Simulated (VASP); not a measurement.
Crystal: HfO2.

```
Hf O
1.0
     0.00000    2.83542    2.83542
     2.83542    0.00000    2.83542
     2.83542    2.83542    0.00000
Hf O
1 2
Direct
  0.00000 0.00000 0.00000
  0.25000 0.25000 0.25000
  0.75000 0.75000 0.75000
```

```yaml
Program: VASP 6.6.1
Task: relaxation of cell and atoms
Functional: PBE
Potentials_or_basis: VASP PAW PBE potentials, release 64 (Hf_pv, O)
Cutoff: 600 eV
k_mesh: 8 × 8 × 8
Occupations: fermi-dirac, width 0.02 eV
Spin: no spin polarisation
```

At the start: pressure -41.3 GPa; volume 15.20 Å³/atom.

Problem. Where does the relaxation end?

Solution. Over 7 steps the energy falls by 751.5 meV/atom and the volume is 10.87 Å³/atom (-28.5 %); space group Fm-3m (No. 225, to 0.05 Å).

The path:
| step | energy change (eV) | largest force (eV/Å) | pressure (GPa) | volume (Å³) |
| --- | --- | --- | --- | --- |
| 1 | 0.0000 | 0.0000 | -41.26 | 45.59 |
| 2 | 0.5049 | 0.0000 | 137.85 | 24.34 |
| 3 | -2.2449 | 0.0000 | -4.76 | 33.25 |
| 4 | -2.2536 | 0.0000 | -1.57 | 32.81 |
| 5 | -2.2545 | 0.0000 | 0.20 | 32.58 |
| 6 | -2.2545 | 0.0000 | -0.23 | 32.64 |
| 7 | -2.2546 | 0.0000 | 0.00 | 32.61 |

Final structure:
```
CELL_PARAMETERS angstrom
0.00000 2.53572 2.53572
2.53572 0.00000 2.53572
2.53572 2.53572 0.00000
ATOMIC_POSITIONS crystal
Hf 0.00000 0.00000 0.00000
O 0.25000 0.25000 0.25000
O 0.75000 0.75000 0.75000
```

Caveat: the volume moved by over 15 % at a fixed basis, so the end points are rough.
